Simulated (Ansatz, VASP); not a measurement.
# Two plane-wave programs on HF

```
F H
1.0
    15.00000    0.00000    0.00000
     0.00000   15.50000    0.00000
     0.00000    0.00000   16.00000
F H
1 1
Cartesian
  7.1252 7.7341 7.7230
  7.8748 7.7659 8.2770
```

Alike in both runs: functional PBEsol; k mesh 1 × 1 × 1; occupations gaussian, width 0.005 eV; no spin polarisation.

Ansatz relaxed the structure, and its values are those at the end. VASP's run is a single point on that final structure, the one shown.

```csv
,VASP,Ansatz
version,VASP 6.6.1,Ansatz 0.2.0
potentials or method,"VASP PAW PBE potentials, release 64 (F_h, H_h), cutoff 910 eV","scalar-relativistic, plane waves, PAW"
valence electrons in the cell,8,8
```

```tsv
	VASP	Ansatz	Ansatz less VASP
gap on the k mesh at the Fermi level (eV)	8.64	8.63	-0.006
rms of the force components (eV/Å)	0.001	0.007	+0.0059
```

VASP's potentials were made for PBE, not for PBEsol.

Noted on VASP's run: the cutoff is short for stress, so the pressure is rough.
